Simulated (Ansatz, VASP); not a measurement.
One calculation of LiF3, two programs

INCAR

```
SYSTEM = LiF3
PREC = Accurate
ENCUT = 600
EDIFF = 1E-7
ISMEAR = 0
SIGMA = 0.1
LREAL = .False.
LASPH = .True.
NELM = 150
ALGO = Normal
ISIF = 3
LWAVE = .False.
LCHARG = .False.
ISPIN = 2
MAGMOM = 0 1 1 1
LORBIT = 11
GGA = PE
IBRION = 2
NSW = 90
EDIFFG = -0.04
```

File KPOINTS:

```
regular mesh
0
Gamma
  12 12 2
  0 0 0
```

The input POSCAR:

```
LiF3
1.0
    2.4434548300      0.0000000000      0.0000000000
   -1.2217274100      2.1160939500      0.0000000000
    0.0000000000      0.0000000000      8.0107147400
Li F
1 3
Direct
    0.6666666700      0.3333333300      0.0000000000
    0.6666666700      0.3333333300      0.5000000000
    0.3333333300      0.6666666700      0.2540725200
    0.3333333300      0.6666666700      0.7459274800
```

Input for Ansatz:

```yaml
crystal:
  lattice:
    - [2.44345483, 0.0, 0.0]
    - [-1.22172741, 2.11609395, 0.0]
    - [0.0, 0.0, 8.01071474]
  atoms:
    - { symbol: Li, position: [0.66666667, 0.33333333, 0.0] }
    - { symbol: F, position: [0.66666667, 0.33333333, 0.5], spin: 1.0 }
    - { symbol: F, position: [0.33333333, 0.66666667, 0.25407252], spin: 1.0 }
    - { symbol: F, position: [0.33333333, 0.66666667, 0.74592748], spin: 1.0 }
basis:
  ecutwfc: 420
kpoints:
  mp_grid: { grid: [12, 12, 2] }
hamiltonian:
  xc: pbe
scf:
  occupations: { method: gaussian, width: 0.1 }
  lower_state_search: "off"
output:
  forces: true
  stress: true
  eigenvalues: true
  populations: true
magnetization:
  spin_polarized: true
relax:
  adjacent_minimum: "off"
  f_tol: 0.04
  max_steps: 70
  cell: { stress_tol: 0.4 }
```

Change from the starting cell: species swapped into the ZnCu3 type (P-6m2, No. 187).

Alike in both runs: task relaxation of cell and atoms; functional PBE; k mesh 12 × 12 × 2; occupations gaussian, width 0.1 eV; collinear spin.

```csv
,VASP,Ansatz
version,VASP 6.6.1,Ansatz 0.2.0
potentials or method,"VASP PAW PBE potentials, release 64 (Li_sv, F), cutoff 600 eV","scalar-relativistic, plane waves, PAW"
valence electrons in the cell,24,24
```

VASP gave:

* gap on the k mesh at the Fermi level, each at its own relaxed structure (eV): none
* net moment per atom (μB): 0.16
* size of the moment on the site where the two differ most (μB): 0.03
* relaxed volume (Å³/atom): 10.56
* relaxed cell length with the largest relative difference (Å): 5.731

Estimate Ansatz's values.

gap on the k mesh at the Fermi level, each at its own relaxed structure (eV): none; net moment per atom (μB): 0.50; size of the moment on the site where the two differ most (μB): 0.50; relaxed volume (Å³/atom): 13.67; relaxed cell length with the largest relative difference (Å): 7.008.

The net moments are unlike, so the other rows may belong to different states. Site moments also hang on the region over which each program counts them. A gap of «none» marks a metal or a gap that the smearing closes.

The k mesh is coarse, so the values compare programs but aren't converged. Noted on VASP's run: the cutoff is short for stress, so the pressure is rough.
